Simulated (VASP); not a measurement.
A run of VASP 6.6.1:

Contents of INCAR:

```
SYSTEM = CaO
  PREC = Accurate
  ENCUT = 520
  EDIFF = 1E-6
  ISMEAR = 0
  SIGMA = 0.05
  LREAL = .False.
  LASPH = .True.
  NELM = 100
  ALGO = Normal
  ISIF = 2
  LWAVE = .False.
  LCHARG = .False.
  GGA = PE
  NBANDS = 42
```

The input KPOINTS:

```
regular mesh
0
Gamma
  6 6 6
  0 0 0
```

Contents of POSCAR:

```
CaO
1.0
    4.8980000000      0.0000000000      0.0000000000
    0.0000000000     -4.8980000000      0.0000000000
    0.0000000000      0.0000000000     -4.8980000000
Ca O
4 4
Direct
    0.0000000000      0.5000000000      0.5000000000
    0.5000000000      0.0000000000      0.5000000000
    0.5000000000      0.5000000000      0.0000000000
    0.0000000000      0.0000000000      0.0000000000
    0.5000000000      0.0000000000      0.0000000000
    0.0000000000      0.5000000000      0.0000000000
    0.0000000000      0.0000000000      0.5000000000
    0.5000000000      0.5000000000      0.5000000000
```

Potentials or basis: VASP PAW PBE potentials, release 64 (Ca_sv, O).

Launch:

```console
$ cat potpaw_PBE.64/Ca_sv/POTCAR potpaw_PBE.64/O/POTCAR > POTCAR
$ mpirun -np 1 vasp_std > vasp.out
```

Hardware: 1 thread of AMD EPYC 7R13 Processor (Zen 3), on a shared host.

Q: How long does it take, and how much memory?

A: Run time: 2.1 min on 1 thread of AMD EPYC 7R13 Processor (Zen 3), with other jobs on the host, peak memory 0.21 GiB. Counts: scf iterations 14, k points 20.
